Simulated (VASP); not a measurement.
# ZnS (P6_3mc) in VASP: notebook

ZnS is run at these levels: PBEsol; tasks: single point.

Program: VASP 6.6.1. These are calculated values, not measurements. Logs are shortened: lines on timing, memory, paths and dates and some standing lists are left out, and cuts for length are marked.

## (1) The cell of the first run

Symmetry: P6_3mc, No. 186, hexagonal system. The conventional cell has a = 3.785 Å, b = 3.785 Å, c = 12.393 Å, α = 90.00°, β = 90.00°, γ = 120.00°. Within 2.9 Å of Zn (site symmetry 3m) lie 4 S at 2.20 to 2.82 Å. Within 2.9 Å of Zn (site symmetry 3m) lie 4 S at 2.20 to 2.82 Å. S (site symmetry 3m) has 4 Zn at 2.20 to 2.82 Å within 2.9 Å. Within 2.9 Å of S (site symmetry 3m) lie 4 Zn at 2.20 to 2.82 Å.

## (2) Single point, PBEsol (all Zn atoms moved -0.500 Å, as atom 1 along Cartesian [0 0 1])

File INCAR:

```
SYSTEM = ZnS
  ALGO = Normal
  EDIFF = 1E-6
  ENCUT = 520
  GGA = PS
  ISIF = 2
  ISMEAR = 0
  LASPH = .True.
  LCHARG = .False.
  LREAL = .False.
  LWAVE = .False.
  NBANDS = 46
  NELM = 60
  PREC = Accurate
  SIGMA = 0.05
```

File KPOINTS:

```
k-points
0
Gamma
  12 12 4
  0 0 0
```

File POSCAR:

```
ZnS
1.0
    3.7846846186      0.0000000000      0.0000000000
   -1.8923423093      3.2776330250      0.0000000000
    0.0000000000      0.0000000000     12.3926922670
Zn S
4 4
Direct
    0.0000000000      0.0000000000     -0.0402040419
    0.0000000000      0.0000000000      0.4597959581
    0.3333333333      0.6666666667      0.2097214140
    0.6666666667      0.3333333333      0.7097214140
    0.0000000000      0.0000000000      0.1872166306
    0.0000000000      0.0000000000      0.6872166306
    0.3333333333      0.6666666667      0.4375732810
    0.6666666667      0.3333333333      0.9375732810
```

Potentials or basis: VASP PAW PBE potentials, release 64 (Zn, S).

Started as:

```sh
cat potpaw_PBE.64/Zn/POTCAR potpaw_PBE.64/S/POTCAR > POTCAR
mpirun -np 1 vasp_std > vasp.out
```

OUTCAR:

```text
SYSTEM = ZnS
   EDIFF = 1E-6
   ENCUT = 520
   GGA = PS
   ISIF = 2
   ISMEAR = 0
   LASPH = .True.
   LREAL = .False.
   NELM = 60
   PREC = Accurate

 ion  position               nearest neighbor table
   1  0.000  0.000  0.960-   8 2.20   8 2.20   8 2.20   5 2.82
   2  0.000  0.000  0.460-   7 2.20   7 2.20   7 2.20   6 2.82
   3  0.333  0.667  0.210-   5 2.20   5 2.20   5 2.20   7 2.82
   4  0.667  0.333  0.710-   6 2.20   6 2.20   6 2.20   8 2.82
   5  0.000  0.000  0.187-   3 2.20   3 2.20   3 2.20   1 2.82
   6  0.000  0.000  0.687-   4 2.20   4 2.20   4 2.20   2 2.82
   7  0.333  0.667  0.438-   2 2.20   2 2.20   2 2.20   3 2.82
   8  0.667  0.333  0.938-   1 2.20   1 2.20   1 2.20   4 2.82

  LATTYP: Found a hexagonal cell.
 ALAT       =     3.7846846186
 C/A-ratio  =     3.2744319582

  Lattice vectors:

 A1 = (   3.7846846186,   0.0000000000,   0.0000000000)
 A2 = (  -1.8923423093,   3.2776330250,   0.0000000000)
 A3 = (   0.0000000000,   0.0000000000,  12.3926922670)

Analysis of symmetry for initial positions (statically):
=====================================================================
 Subroutine PRICEL returns:
 Original cell was already a primitive cell.

 Routine SETGRP: Setting up the symmetry group for a
 hexagonal supercell.

 Subroutine GETGRP returns: Found 12 space group operations
 (whereof  6 operations were pure point group operations)
 out of a pool of 24 trial point group operations.

The static configuration has the point symmetry C_3v.
 The point group associated with its full space group is C_6v.

Analysis of symmetry for dynamics (positions and initial velocities):
=====================================================================
 Subroutine PRICEL returns:
 Original cell was already a primitive cell.

 Routine SETGRP: Setting up the symmetry group for a
 hexagonal supercell.

 Subroutine GETGRP returns: Found 12 space group operations
 (whereof  6 operations were pure point group operations)
 out of a pool of 24 trial point group operations.

The dynamic configuration has the point symmetry C_3v.
 The point group associated with its full space group is C_6v.

 Subroutine INISYM returns: Found 12 space group operations
 (whereof  6 operations are pure point group operations),
 and found     1 'primitive' translations

----------------------------------------------------------------------------------------

                                     Primitive cell

  volume of cell :     153.7290

  direct lattice vectors                    reciprocal lattice vectors
     3.784684619  0.000000000  0.000000000     0.264222809  0.152549110  0.000000000
    -1.892342309  3.277633025  0.000000000     0.000000000  0.305098219  0.000000000
     0.000000000  0.000000000 12.392692267     0.000000000  0.000000000  0.080692716

  length of vectors
     3.784684619  3.784684619 12.392692267     0.305098219  0.305098219  0.080692716

  position of ions in fractional coordinates (direct lattice)
     0.000000000  0.000000000  0.959795958
     0.000000000  0.000000000  0.459795958
     0.333333333  0.666666667  0.209721414
     0.666666667  0.333333333  0.709721414
     0.000000000  0.000000000  0.187216631
     0.000000000  0.000000000  0.687216631
     0.333333333  0.666666667  0.437573281
     0.666666667  0.333333333  0.937573281

  ion indices of the primitive-cell ions
   primitive index   ion index
                 1           1
                 2           2
                 3           3
                 4           4
                 5           5
                 6           6
                 7           7
                 8           8

----------------------------------------------------------------------------------------

 KPOINTS: k-points

Automatic generation of k-mesh.
 Grid dimensions read from file:
 generate k-points for:   12   12    4

 Generating k-lattice:

  Cartesian coordinates                     Fractional coordinates (reciprocal lattice)
     0.022018567  0.012712426  0.000000000     0.083333333  0.000000000  0.000000000
     0.000000000  0.025424852  0.000000000     0.000000000  0.083333333  0.000000000
     0.000000000  0.000000000  0.020173179     0.000000000  0.000000000  0.250000000

  Length of vectors
     0.025424852  0.025424852  0.020173179

  Shift w.r.t. Gamma in fractional coordinates (k-lattice)
     0.000000000  0.000000000  0.000000000

 Subroutine IBZKPT returns following result:
 ===========================================

 Found     57 irreducible k-points:

 Following reciprocal coordinates:
            Coordinates               Weight
  0.000000  0.000000  0.000000      1.000000
  0.083333  0.000000  0.000000      6.000000
  0.166667  0.000000  0.000000      6.000000
  0.250000  0.000000  0.000000      6.000000
  0.333333  0.000000  0.000000      6.000000
  0.416667  0.000000  0.000000      6.000000
[... 16 lines left out ...]
  0.250000  0.000000  0.250000     12.000000
  0.333333  0.000000  0.250000     12.000000
 [... further k-points ...]
   k-points           NKPTS =     57   k-points in BZ     NKDIM =     57   number of bands    NBANDS=     46
   number of dos      NEDOS =    301   number of ions     NIONS =      8
   total plane-waves  NPLWV =  75264
   dimension x,y,z NGX =    28 NGY =   28 NGZ =   96
   dimension x,y,z NGXF=    56 NGYF=   56 NGZF=  192
   ions per type =               4   4
   NGX,Y,Z   is equivalent  to a cutoff of  12.30, 12.30, 12.88 a.u.
   NGXF,Y,Z  is equivalent  to a cutoff of  24.60, 24.60, 25.76 a.u.
 SYSTEM =  ZnS
   PREC   = accura    normal or accurate (medium, high low for compatibility)
   ISTART =      0    job   : 0-new  1-cont  2-samecut
   ICHARG =      2    charge: 1-file 2-atom 10-const
   ISPIN  =      1    spin polarized calculation?
   LNONCOLLINEAR =      F non collinear calculations
   LSORBIT =      F    spin-orbit coupling
   LASPH  =      T    aspherical Exc in radial PAW
   ENCUT  =  520.0 eV  38.22 Ry    6.18 a.u.   7.04  7.04 23.04*2*pi/ulx,y,z
   NELM   =     60;   NELMIN=  2; NELMDL= -5     # of ELM steps
   EDIFF  = 0.1E-05   stopping-criterion for ELM
   LREAL  =      F    real-space projection
[... 7 lines left out ...]
   TEBEG  =    0.0;   TEEND  =   0.0 temperature during run
   PSTRESS=    0.0 pullay stress
   NELECT =      72.0000    total number of electrons
   NUPDOWN=      -1.0000    fix difference up-down
   EMIN   =  10.00;   EMAX   =-10.00  energy-range for DOS
   EFERMI =   0.00;   METHOD = LEGACY
   ISMEAR =     0;   SIGMA  =   0.05  broadening in eV -4-tet -1-fermi 0-gaus
   EFERMI_NEDOS =   21; number of points for ismear=-14 and -15
   IALGO  =     38    algorithm
   IMIX   =      4    mixing-type and parameters
     AMIX     =   0.40;   BMIX     =  1.00
     AMIX_MAG =   1.60;   BMIX_MAG =  1.00
  volume/ion in A,a.u.               =      19.22       129.68
  Fermi-wavevector in a.u.,A,eV,Ry     =   1.271356  2.402514 21.991716  1.616346
  Thomas-Fermi vector in A             =   2.404293
   LORBIT       =      0    0 simple, 1 ext, 2 COOP (PROOUT), +10 PAW based schemes
   GGA     = PS    functional components
   LHFCALC =     F    Hartree Fock is set to
   AEXX    =    0.0000 exact exchange contribution
   IVDW    =     0    specifies the selected vdW correction
   LEPSILON=     F    determine dielectric tensor
   LRPA    =     F    only Hartree local field effects (RPA)
 non-spin polarized calculation
 Gauss-broadening in eV      SIGMA  =   0.05
  energy-cutoff  :      520.00
  volume of cell :      153.73
 maximum number of plane-waves:      4162
   NGX = 15   NGY = 15   NGZ = 47

 number of electron      72.0000030 magnetization

 Free energy of the ion-electron system (eV)
  ---------------------------------------------------
  ext. energy  EPLUGINS =         0.00000000
  ---------------------------------------------------
  free energy    TOTEN  =       -28.98042022 eV

  energy without entropy =      -28.98042022  energy(sigma->0) =      -28.98042022

 E-fermi :   2.4118     XC(G=0):  -9.9590

 val. band max:        2.1668360147   @ k =   0.0000   0.0000   0.0000
 cond. band min:       4.5247045864   @ k =   0.0000   0.0000   0.0000
 fundamental gap:      2.3578685717
 Fermi energy:         2.4118218295

 k-point     1 :       0.0000    0.0000    0.0000
  band No.  band energies     occupation
      1     -11.2092      2.00000
      2     -10.8659      2.00000
      3     -10.7843      2.00000
      4     -10.3805      2.00000
      5      -4.6734      2.00000
      6      -4.6734      2.00000
[... 38 lines left out ...]
     45       8.9139      0.00000
     46       8.9166      0.00000

 k-point     2 :       0.0833    0.0000    0.0000
  band No.  band energies     occupation
      1     -11.1560      2.00000
      2     -10.8192      2.00000
      3     -10.7373      2.00000
      4     -10.3431      2.00000
      5      -4.6772      2.00000
      6      -4.6727      2.00000
[... 38 lines left out ...]
     45       8.7711      0.00000
     46       8.7797      0.00000

 k-point     3 :       0.1667    0.0000    0.0000
  band No.  band energies     occupation
      1     -11.0034      2.00000
      2     -10.6871      2.00000
      3     -10.6043      2.00000
      4     -10.2402      2.00000
      5      -4.6814      2.00000
      6      -4.6737      2.00000
[... 38 lines left out ...]
     45       8.7047      0.00000
     46       9.3577      0.00000

 k-point     4 :       0.2500    0.0000    0.0000
  band No.  band energies     occupation
      1     -10.7738      2.00000
      2     -10.4948      2.00000
      3     -10.4106      2.00000
      4     -10.0992      2.00000
      5      -4.6672      2.00000
      6      -4.6559      2.00000
[... 920 lines left out ...]
     45       9.0049      0.00000
     46       9.3522      0.00000

 k-point    23 :       0.2500    0.0000    0.2500
  band No.  band energies     occupation
      1     -10.7508      2.00000
      2     -10.5848      2.00000
      3     -10.3158      2.00000
      4     -10.1270      2.00000
      5      -4.6656      2.00000
      6      -4.6575      2.00000
[... 38 lines left out ...]
     45       9.1787      0.00000
     46       9.6040      0.00000

 k-point    24 :       0.3333    0.0000    0.2500
  band No.  band energies     occupation
      1     -10.4894      2.00000
      2     -10.3538      2.00000
      3     -10.1312      2.00000
      4      -9.9859      2.00000
      5      -4.6114      2.00000
      6      -4.6004      2.00000
[... 38 lines left out ...]
     45      10.0296      0.00000
     46      10.1785      0.00000

 [... further k-points ...]
[... 5 lines left out ...]
  --------------------------------------------------------------------------------------
  -------------------------------------------------------------------------------------
  Total        7.1067293      7.1067293     -1.3548105      0.0000000      0.0000000      0.0000000
  in kB       74.0669851     74.0669851    -14.1199590      0.0000000      0.0000000      0.0000000
  external PRESSURE =      44.6713371 kB  Pullay stress =       0.0000000 kB

 VOLUME and BASIS-vectors are now :
 -----------------------------------------------------------------------------
  energy-cutoff  :      520.00
  volume of cell :      153.73
      direct lattice vectors                 reciprocal lattice vectors
     3.784684619  0.000000000  0.000000000     0.264222809  0.152549110  0.000000000
    -1.892342309  3.277633025  0.000000000     0.000000000  0.305098219  0.000000000
     0.000000000  0.000000000 12.392692267     0.000000000  0.000000000  0.080692716

 POSITION                                       TOTAL-FORCE (eV/Angst)
 -----------------------------------------------------------------------------------
      0.00000      0.00000     11.89446         0.000000      0.000000      0.705780
      0.00000      0.00000      5.69811        -0.000000      0.000000      0.705780
     -0.00000      2.18509      2.59901        -0.000000     -0.000000      0.810602
      1.89234      1.09254      8.79536         0.000000      0.000000      0.810602
      0.00000      0.00000      2.32012        -0.000000      0.000000     -0.771005
      0.00000      0.00000      8.51646         0.000000      0.000000     -0.771005
     -0.00000      2.18509      5.42271         0.000000     -0.000000     -0.745377
      1.89234      1.09254     11.61906        -0.000000     -0.000000     -0.745377
 -----------------------------------------------------------------------------------
    total drift:                               -0.000002     -0.000004      0.005166

  FREE ENERGIE OF THE ION-ELECTRON SYSTEM (eV)
  ---------------------------------------------------
  free  energy   TOTEN  =       -28.9804202183 eV

  energy  without entropy=      -28.9804202183  energy(sigma->0) =      -28.98042022
```

Run time: 5.1 min. Hardware: 1 thread of Intel Xeon Platinum 8488C (Sapphire Rapids), shared host; peak memory 0.43 GiB.

What came out:

```yaml
Free_energy: -28.9804 eV
Pressure: 4.5 GPa
Largest_force: 0.811 eV/Å
Band_gap_on_the_k_mesh: 2.36 eV
```

Forces in eV/Å, atoms in the order of the input:
```
Zn   0.000  0.000  0.706
Zn   0.000  0.000  0.706
Zn   0.000  0.000  0.811
Zn   0.000  0.000  0.811
S    0.000  0.000 -0.771
S    0.000  0.000 -0.771
S    0.000  0.000 -0.745
S    0.000  0.000 -0.745
```

Caveat: the cell differs from its parent crystal (all Zn atoms moved -0.500 Å, as atom 1 along Cartesian [0 0 1]); the stress differs along the axes, from -1 to 7 GPa; the PAW data sets were made with another functional, which shifts forces and pressure a little. A k mesh can miss the band edges.

## (3) Single point, PBEsol (all Zn atoms moved +0.375 Å, as atom 1 along Cartesian [0 0 1])

File INCAR:

```
SYSTEM = ZnS
ALGO     = Normal         ! electronic algorithm
EDIFF    = 1E-6           ! SCF threshold, eV
ENCUT    = 520            ! plane-wave cutoff, eV
GGA      = PS             ! functional
ISIF     = 2              ! what is computed and relaxed
ISMEAR   = 0              ! smearing method
LASPH    = .True.         ! aspherical terms in the spheres
LCHARG   = .False.        ! write CHGCAR
LREAL    = .False.        ! projectors in reciprocal space
LWAVE    = .False.        ! write WAVECAR
NBANDS   = 46             ! bands
NELM     = 60             ! most SCF steps
PREC     = Accurate       ! precision mode
SIGMA    = 0.05           ! smearing width, eV
```

KPOINTS is that of step 2.

File POSCAR:

```
ZnS
1.0
    3.7846846186      0.0000000000      0.0000000000
   -1.8923423093      3.2776330250      0.0000000000
    0.0000000000      0.0000000000     12.3926922670
Zn S
4 4
Direct
    0.0000000000      0.0000000000      0.0304020848
    0.0000000000      0.0000000000      0.5304020848
    0.3333333333      0.6666666667      0.2803275407
    0.6666666667      0.3333333333      0.7803275407
    0.0000000000      0.0000000000      0.1872166306
    0.0000000000      0.0000000000      0.6872166306
    0.3333333333      0.6666666667      0.4375732810
    0.6666666667      0.3333333333      0.9375732810
```

Potentials or basis: VASP PAW PBE potentials, release 64 (Zn, S).

Started as:

```sh
cat potpaw_PBE.64/Zn/POTCAR potpaw_PBE.64/S/POTCAR > POTCAR
mpirun -np 1 vasp_std > vasp.out
```

Run time: 4.4 min. Hardware: 1 thread of Intel Xeon Platinum 8488C (Sapphire Rapids), shared host; peak memory 0.44 GiB.

The run converged. Its results:

```yaml
Free_energy: -27.1996 eV
Pressure: 8.7 GPa
Largest_force: 5.600 eV/Å
Band_gap_on_the_k_mesh: 2.00 eV
```

Forces on the atoms (eV/Å):
```
Zn   0.000  0.000 -5.595
Zn   0.000  0.000 -5.595
Zn   0.000  0.000 -5.482
Zn   0.000  0.000 -5.482
S    0.000  0.000  5.600
S    0.000  0.000  5.600
S    0.000  0.000  5.477
S    0.000  0.000  5.477
```

Stress tensor (GPa, compression positive):
```
-3.98  0.00  0.00
 0.00 -3.98  0.00
 0.00  0.00 34.03
```

Levels at points of the mesh, in eV from the valence-band top:
```
           k point  band 33  band 34  band 35  band 36  band 37  band 38  band 39  band 40
(0.00, 0.00, 0.00)    -0.69    -0.69     0.00     0.00     2.00     3.52     3.60     3.69
(0.50, 0.00, 0.00)    -1.69    -1.60    -1.58    -0.43     2.61     2.75     3.68     4.27
(0.00, 0.00, 0.50)    -0.22    -0.22    -0.22    -0.22     2.83     2.83     3.66     3.66
(0.50, 0.00, 0.50)    -2.23    -2.23    -0.82    -0.82     3.30     3.30     3.58     3.58
```

Caveat: the cell differs from its parent crystal (all Zn atoms moved +0.375 Å, as atom 1 along Cartesian [0 0 1]); the stress differs along the axes, from -4 to 34 GPa; the PAW data sets were made with another functional, which shifts forces and pressure a little.
